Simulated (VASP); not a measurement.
# Rh (P6_3/mmc) in VASP: a series of runs

The runs below take Rh through single point, with PBE.

All numbers are computed with VASP 6.6.1; they aren't measurements. Logs are shortened: lines on timing, memory, paths and dates and some standing lists are left out, and cuts for length are marked.

### Step 1. The cell of the first run

Symmetry: P6_3/mmc, No. 194, hexagonal system. The conventional cell has a = 2.698 Å, b = 2.698 Å, c = 4.596 Å, α = 90.00°, β = 90.00°, γ = 120.00°. Within 3.6 Å of Rh (site symmetry -6m2) lie 12 Rh at 2.70 to 2.78 Å.

This isn't the form of Rh at room conditions, which is fcc.

### Step 2. Single point, PBE

INCAR reads:

```
PREC = Accurate ; ENCUT = 520
EDIFF = 1E-6 ; ISMEAR = 0
SIGMA = 0.15 ; LREAL = F
LASPH = T ; NELM = 100
ALGO = Fast ; ISIF = 2
LWAVE = F ; LCHARG = T
GGA = PE ; LELF = T
LVHAR = T ; NBANDS = 22
```

KPOINTS reads:

```
Automatic mesh
0
Gamma
  18 18 10
```

POSCAR reads:

```
Rh
1.0
    2.6976000000      0.0000000000      0.0000000000
   -1.3488000000      2.3361901292      0.0000000000
    0.0000000000      0.0000000000      4.5956000000
Rh
2
Direct
    0.6666666667      0.3333333333      0.7500000000
    0.3333333333      0.6666666667      0.2500000000
```

Potentials or basis: VASP PAW PBE potentials, release 64 (Rh_pv).

Started as:

```console
$ cat potpaw_PBE.64/Rh_pv/POTCAR > POTCAR
$ mpirun -np 1 vasp_std > vasp.out
```

OUTCAR:

```text
PREC = Accurate
   ENCUT = 520
   EDIFF = 1E-6
   ISMEAR = 0
   LREAL = F
   LASPH = T
   NELM = 100
   ISIF = 2
   GGA = PE

 ion  position               nearest neighbor table
   1  0.667  0.333  0.750-   2 2.78   2 2.78   2 2.78   2 2.78   2 2.78   2 2.78
   2  0.333  0.667  0.250-   1 2.78   1 2.78   1 2.78   1 2.78   1 2.78   1 2.78

  LATTYP: Found a hexagonal cell.
 ALAT       =     2.6976000000
 C/A-ratio  =     1.7035883749

  Lattice vectors:

 A1 = (   2.6976000000,   0.0000000000,   0.0000000000)
 A2 = (  -1.3488000000,   2.3361901292,   0.0000000000)
 A3 = (   0.0000000000,   0.0000000000,   4.5956000000)

Analysis of symmetry for initial positions (statically):
=====================================================================
 Subroutine PRICEL returns:
 Original cell was already a primitive cell.

 Routine SETGRP: Setting up the symmetry group for a
 hexagonal supercell.

 Subroutine GETGRP returns: Found 24 space group operations
 (whereof 12 operations were pure point group operations)
 out of a pool of 24 trial point group operations.

The static configuration has the point symmetry D_3d.
 The point group associated with its full space group is D_6h.

Analysis of symmetry for dynamics (positions and initial velocities):
=====================================================================
 Subroutine PRICEL returns:
 Original cell was already a primitive cell.

 Routine SETGRP: Setting up the symmetry group for a
 hexagonal supercell.

 Subroutine GETGRP returns: Found 24 space group operations
 (whereof 12 operations were pure point group operations)
 out of a pool of 24 trial point group operations.

The dynamic configuration has the point symmetry D_3d.
 The point group associated with its full space group is D_6h.

 Subroutine INISYM returns: Found 24 space group operations
 (whereof 12 operations are pure point group operations),
 and found     1 'primitive' translations

----------------------------------------------------------------------------------------

                                     Primitive cell

  volume of cell :      28.9620

  direct lattice vectors                    reciprocal lattice vectors
     2.697600000  0.000000000  0.000000000     0.370699881  0.214023676  0.000000000
    -1.348800000  2.336190129  0.000000000     0.000000000  0.428047353  0.000000000
     0.000000000  0.000000000  4.595600000     0.000000000  0.000000000  0.217599443

  length of vectors
     2.697600000  2.697600000  4.595600000     0.428047353  0.428047353  0.217599443

  position of ions in fractional coordinates (direct lattice)
     0.666666667  0.333333333  0.750000000
     0.333333333  0.666666667  0.250000000

  ion indices of the primitive-cell ions
   primitive index   ion index
                 1           1
                 2           2

----------------------------------------------------------------------------------------

 KPOINTS: Automatic mesh

Automatic generation of k-mesh.
 Grid dimensions read from file:
 generate k-points for:   18   18   10

 Generating k-lattice:

  Cartesian coordinates                     Fractional coordinates (reciprocal lattice)
     0.020594438  0.011890204  0.000000000     0.055555556  0.000000000  0.000000000
     0.000000000  0.023780408  0.000000000     0.000000000  0.055555556  0.000000000
     0.000000000  0.000000000  0.021759944     0.000000000  0.000000000  0.100000000

  Length of vectors
     0.023780408  0.023780408  0.021759944

  Shift w.r.t. Gamma in fractional coordinates (k-lattice)
     0.000000000  0.000000000  0.000000000

 Subroutine IBZKPT returns following result:
 ===========================================

 Found    222 irreducible k-points:

 Following reciprocal coordinates:
            Coordinates               Weight
  0.000000  0.000000  0.000000      1.000000
  0.055556  0.000000  0.000000      6.000000
  0.111111  0.000000  0.000000      6.000000
  0.166667  0.000000  0.000000      6.000000
  0.222222  0.000000  0.000000      6.000000
  0.277778  0.000000  0.000000      6.000000
[... 16 lines left out ...]
  0.333333  0.111111  0.000000     12.000000
  0.388889  0.111111  0.000000     12.000000
 [... further k-points ...]
   k-points           NKPTS =    222   k-points in BZ     NKDIM =    222   number of bands    NBANDS=     22
   number of dos      NEDOS =    301   number of ions     NIONS =      2
   total plane-waves  NPLWV =  14400
   dimension x,y,z NGX =    20 NGY =   20 NGZ =   36
   dimension x,y,z NGXF=    40 NGYF=   40 NGZF=   72
   ions per type =               2
   NGX,Y,Z   is equivalent  to a cutoff of  12.33, 12.33, 13.02 a.u.
   NGXF,Y,Z  is equivalent  to a cutoff of  24.65, 24.65, 26.05 a.u.
 SYSTEM =  unknown system
   PREC   = accura    normal or accurate (medium, high low for compatibility)
   ISTART =      0    job   : 0-new  1-cont  2-samecut
   ICHARG =      2    charge: 1-file 2-atom 10-const
   ISPIN  =      1    spin polarized calculation?
   LNONCOLLINEAR =      F non collinear calculations
   LSORBIT =      F    spin-orbit coupling
   LASPH  =      T    aspherical Exc in radial PAW
   ENCUT  =  520.0 eV  38.22 Ry    6.18 a.u.   5.02  5.02  8.54*2*pi/ulx,y,z
   NELM   =    100;   NELMIN=  2; NELMDL= -5     # of ELM steps
   EDIFF  = 0.1E-05   stopping-criterion for ELM
   LREAL  =      F    real-space projection
   EDIFFG = 0.1E-04   stopping-criterion for IOM
   NSW    =      0    number of steps for IOM
   IBRION =     -1    ionic relax: 0-MD 1-quasi-New 2-CG
   NFREE  =      0    steps in history (QN), initial steepest desc. (CG)
   ISIF   =      2    stress and relaxation
   ISYM   =      2    0-nonsym 1-usesym 2-fastsym
   POTIM  = 0.5000    time-step for ionic-motion
   TEBEG  =    0.0;   TEEND  =   0.0 temperature during run
   PSTRESS=    0.0 pullay stress
   NELECT =      30.0000    total number of electrons
   NUPDOWN=      -1.0000    fix difference up-down
   EMIN   =  10.00;   EMAX   =-10.00  energy-range for DOS
   EFERMI =   0.00;   METHOD = LEGACY
   ISMEAR =     0;   SIGMA  =   0.15  broadening in eV -4-tet -1-fermi 0-gaus
   EFERMI_NEDOS =   21; number of points for ismear=-14 and -15
   IALGO  =     68    algorithm
   IMIX   =      4    mixing-type and parameters
     AMIX     =   0.40;   BMIX     =  1.00
     AMIX_MAG =   1.60;   BMIX_MAG =  1.00
  volume/ion in A,a.u.               =      14.48        97.72
  Fermi-wavevector in a.u.,A,eV,Ry     =   1.656428  3.130195 37.331041  2.743754
  Thomas-Fermi vector in A             =   2.744354
   LORBIT       =      0    0 simple, 1 ext, 2 COOP (PROOUT), +10 PAW based schemes
   GGA     = PE    functional components
   LHFCALC =     F    Hartree Fock is set to
   AEXX    =    0.0000 exact exchange contribution
   IVDW    =     0    specifies the selected vdW correction
   LEPSILON=     F    determine dielectric tensor
   LRPA    =     F    only Hartree local field effects (RPA)
 non-spin polarized calculation
 RMM-DIIS sequential band-by-band and
 Gauss-broadening in eV      SIGMA  =   0.15
  energy-cutoff  :      520.00
  volume of cell :       28.96
 maximum number of plane-waves:       801
 NGX is ok and might be reduce to    20

 number of electron      30.0000009 magnetization

 Free energy of the ion-electron system (eV)
  ---------------------------------------------------
  ext. energy  EPLUGINS =         0.00000000
  ---------------------------------------------------
  free energy    TOTEN  =       -14.40433724 eV

  energy without entropy =      -14.36360454  energy(sigma->0) =      -14.38397089

 E-fermi :  11.0210     XC(G=0): -13.6956

 val. band max:       11.0206480239   @ k =   0.3333   0.2222   0.0000
 cond. band min:      11.0216026179   @ k =   0.0000   0.0000   0.1000
 fundamental gap:      0.0009545940
 Fermi energy:        11.0209579597

 k-point     1 :       0.0000    0.0000    0.0000
  band No.  band energies     occupation
      1     -35.8413      2.00000
      2     -35.3553      2.00000
      3     -35.3553      2.00000
      4     -35.2967      2.00000
      5     -35.2887      2.00000
      6     -35.2887      2.00000
[... 14 lines left out ...]
     21      28.3592      0.00000
     22      29.6268      0.00000

 k-point     2 :       0.0556    0.0000    0.0000
  band No.  band energies     occupation
      1     -35.8355      2.00000
      2     -35.3717      2.00000
      3     -35.3602      2.00000
      4     -35.3055      2.00000
      5     -35.2983      2.00000
      6     -35.2917      2.00000
[... 14 lines left out ...]
     21      28.5075      0.00000
     22      29.7311      0.00000

 k-point     3 :       0.1111    0.0000    0.0000
  band No.  band energies     occupation
      1     -35.8182      2.00000
      2     -35.4189      2.00000
      3     -35.3741      2.00000
      4     -35.3536      2.00000
      5     -35.3030      2.00000
      6     -35.3006      2.00000
[... 14 lines left out ...]
     21      28.9121      0.00000
     22      29.8046      0.00000

 k-point     4 :       0.1667    0.0000    0.0000
  band No.  band energies     occupation
      1     -35.7909      2.00000
      2     -35.4911      2.00000
      3     -35.4263      2.00000
      4     -35.3949      2.00000
      5     -35.3144      2.00000
      6     -35.3112      2.00000
[... 14 lines left out ...]
     21      29.3601      0.00000
     22      29.7531      0.00000

 k-point     5 :       0.2222    0.0000    0.0000
  band No.  band energies     occupation
      1     -35.7553      2.00000
      2     -35.5796      2.00000
      3     -35.5142      2.00000
      4     -35.4201      2.00000
      5     -35.3316      2.00000
      6     -35.3233      2.00000
[... 417 lines left out ...]
 k-point    22 :       0.2778    0.1111    0.0000
  band No.  band energies     occupation
      1     -35.7543      2.00000
      2     -35.6986      2.00000
      3     -35.6585      2.00000
      4     -35.4940      2.00000
      5     -35.4035      2.00000
      6     -35.3652      2.00000
[... 14 lines left out ...]
     21      24.6980      0.00000
     22      26.8533      0.00000

 k-point    23 :       0.3333    0.1111    0.0000
  band No.  band energies     occupation
      1     -35.8194      2.00000
      2     -35.7525      2.00000
      3     -35.6179      2.00000
      4     -35.5211      2.00000
      5     -35.4215      2.00000
      6     -35.3876      2.00000
[... 14 lines left out ...]
     21      23.8373      0.00000
     22      26.0472      0.00000

 k-point    24 :       0.3889    0.1111    0.0000
  band No.  band energies     occupation
      1     -35.8618      2.00000
      2     -35.7875      2.00000
      3     -35.5856      2.00000
      4     -35.5386      2.00000
      5     -35.4332      2.00000
      6     -35.4081      2.00000
[... 14 lines left out ...]
     21      23.2211      0.00000
     22      25.3494      0.00000

 [... further k-points ...]

------------------------ aborting loop because EDIFF is reached ----------------------------------------

  FORCE on cell =-STRESS in cart. coord.  units (eV):
  Direction    XX          YY          ZZ          XY          YZ          ZX
  --------------------------------------------------------------------------------------
  -------------------------------------------------------------------------------------
  Total       -0.2844346     -0.2844346     -2.5149657      0.0000000     -0.0000000      0.0000000
  in kB      -15.7349383    -15.7349383   -139.1280451      0.0000000     -0.0000000      0.0000000
  external PRESSURE =     -56.8659739 kB  Pullay stress =       0.0000000 kB

 VOLUME and BASIS-vectors are now :
 -----------------------------------------------------------------------------
  energy-cutoff  :      520.00
  volume of cell :       28.96
      direct lattice vectors                 reciprocal lattice vectors
     2.697600000  0.000000000  0.000000000     0.370699881  0.214023676  0.000000000
    -1.348800000  2.336190129  0.000000000     0.000000000  0.428047353  0.000000000
     0.000000000  0.000000000  4.595600000     0.000000000  0.000000000  0.217599443

 POSITION                                       TOTAL-FORCE (eV/Angst)
 -----------------------------------------------------------------------------------
      1.34880      0.77873      3.44670        -0.000000      0.000000      0.000000
     -0.00000      1.55746      1.14890         0.000000     -0.000000      0.000000
 -----------------------------------------------------------------------------------
    total drift:                               -0.000000      0.000000     -0.000000

  FREE ENERGIE OF THE ION-ELECTRON SYSTEM (eV)
  ---------------------------------------------------
  free  energy   TOTEN  =       -14.4043372390 eV

  energy  without entropy=      -14.3636045398  energy(sigma->0) =      -14.38397089
```

Run time: 1.9 min. Hardware: 1 thread of Intel Xeon 8259CL, shared host; peak memory 0.23 GiB.

What came out:

* Free energy: -14.4043 eV
* Pressure: -5.7 GPa
* Band gap on the k mesh: zero (bands 15 and 16 overlap by 2.38 eV)

Stress tensor (GPa, compression positive):
```
 -1.57   0.00   0.00
  0.00  -1.57   0.00
  0.00   0.00 -13.91
```

Caveat: the cell stands under tension.

### Step 3. Single point, PBE

This run uses another cell than the first one, of the same volume but with other edges.

INCAR reads:

```
SYSTEM = Rh
  ALGO = Fast
  EDIFF = 1E-6
  ENCUT = 520
  GGA = PE
  ISIF = 2
  ISMEAR = 0
  LASPH = .TRUE.
  LCHARG = .FALSE.
  LREAL = .FALSE.
  LWAVE = .FALSE.
  NBANDS = 22
  NELM = 60
  PREC = Accurate
  SIGMA = 0.15
```

KPOINTS reads:

```
k-points
0
G
  18 18 10
  0 0 0
```

POSCAR reads:

```
Rh
1.0
    2.8066000000      0.0000000000      0.0000000000
   -1.4033000000      2.4305868982      0.0000000000
    0.0000000000      0.0000000000      4.2448000000
Rh
2
Direct
    0.6666666667      0.3333333333      0.7500000000
    0.3333333333      0.6666666667      0.2500000000
```

Potentials or basis: VASP PAW PBE potentials, release 64 (Rh_pv).

Started as:

```console
$ cat potpaw_PBE.64/Rh_pv/POTCAR > POTCAR
$ mpirun -np 1 vasp_std > vasp.out
```

Wall time 2 min (1 thread of Intel Xeon 8259CL, shared host); peak memory 0.23 GiB.

It converged, with:

| Property | Result |
| --- | --- |
| Free energy | -14.3943 eV |
| Pressure | -4.7 GPa |
| Band gap on the k mesh | zero (bands 15 and 16 overlap by 2.00 eV) |

Stress tensor (GPa, compression positive):
```
-9.31  0.00  0.00
 0.00 -9.31  0.00
 0.00  0.00  4.39
```

Levels at points of the mesh, in eV from the Fermi level:
```csv
k point,band 12,band 13,band 14,band 15,band 16,band 17,band 18,band 19
"(0.00, 0.00, 0.00)",-2.23,-2.23,-2.21,-2.21,0.10,0.10,1.47,9.08
"(0.50, 0.00, 0.00)",-2.21,-1.80,0.07,0.47,0.76,2.68,4.61,10.21
"(0.00, 0.00, 0.50)",-3.10,-2.73,-2.73,-0.38,-0.38,-0.38,-0.38,14.96
"(0.50, 0.00, 0.50)",-1.78,-0.33,-0.33,0.33,0.33,2.52,2.52,8.70
```

Caveat: the cell stands under tension.

### Step 4. Single point, PBE

This run uses another cell than the first one, of 14.43 Å³/atom.

INCAR reads:

```
SYSTEM = Rh
PREC = Accurate
ENCUT = 520
EDIFF = 1E-6
ISMEAR = 0
SIGMA = 0.15
LREAL = .FALSE.
LASPH = .TRUE.
NELM = 60
ALGO = Fast
ISIF = 2
LWAVE = .FALSE.
LCHARG = .TRUE.
GGA = PE
LELF = .TRUE.
LVHAR = .TRUE.
NBANDS = 22
```

KPOINTS reads:

```
regular mesh
0
G
  18 18 10
  0 0 0
```

POSCAR reads:

```
Rh
1.0
    2.7794000000      0.0000000000      0.0000000000
   -1.3897000000      2.4070310073      0.0000000000
    0.0000000000      0.0000000000      4.3150000000
Rh
2
Direct
    0.6666666667      0.3333333333      0.7500000000
    0.3333333333      0.6666666667      0.2500000000
```

Started as:

```console
$ cat potpaw_PBE.64/Rh_pv/POTCAR > POTCAR
$ mpirun -np 1 vasp_std > vasp.out
```

It took 1.8 min on 1 thread of Intel Xeon 8259CL, shared host; peak memory 0.23 GiB.

It converged, with:

| Item | Value |
| --- | --- |
| Free energy | -14.4319 eV |
| Pressure | -5.0 GPa |
| Band gap on the k mesh | zero (bands 15 and 16 overlap by 2.14 eV) |

Stress tensor (GPa, compression positive):
```
-7.75  0.00  0.00
 0.00 -7.75  0.00
 0.00  0.00  0.66
```

Levels at points of the mesh, in eV from the Fermi level:
| k point | band 11 | band 12 | band 13 | band 14 | band 15 | band 16 | band 17 | band 18 | band 19 | band 20 |
| --- | --- | --- | --- | --- | --- | --- | --- | --- | --- | --- |
| (0.00, 0.00, 0.00) | -2.60 | -2.28 | -2.28 | -2.05 | -2.05 | 0.10 | 0.10 | 1.18 | 8.73 | 15.61 |
| (0.50, 0.00, 0.00) | -2.36 | -2.14 | -1.93 | 0.19 | 0.54 | 0.68 | 2.77 | 4.74 | 10.12 | 10.78 |
| (0.00, 0.00, 0.50) | -3.03 | -3.03 | -2.85 | -2.85 | -0.41 | -0.41 | -0.41 | -0.41 | 14.93 | 14.93 |
| (0.50, 0.00, 0.50) | -1.70 | -1.70 | -0.31 | -0.31 | 0.41 | 0.41 | 2.56 | 2.56 | 8.77 | 8.77 |

Caveat: the cell stands under tension.

### Step 5. Overview

| cell | gap on the mesh (eV) | pressure (GPa) |
| --- | --- | --- |
| a = 2.698, b = 2.698, c = 4.596 Å, angles 90.0, 90.0, 120.0°, 2 atoms | none | -5.7 |
| a = 2.807, b = 2.807, c = 4.245 Å, angles 90.0, 90.0, 120.0°, 2 atoms | none | -4.7 |
| a = 2.779, b = 2.779, c = 4.315 Å, angles 90.0, 90.0, 120.0°, 2 atoms | none | -5.0 |

Alike in all rows: task single point; level PBE; potentials or basis VASP PAW PBE potentials, release 64 (Rh_pv); no spin polarisation; k mesh 18 × 18 × 10; cutoff (eV) 520; smearing gaussian 0.15 eV.

Caveats: the cell stands under tension.

Absolute energies hang on the potentials; compare differences alone.
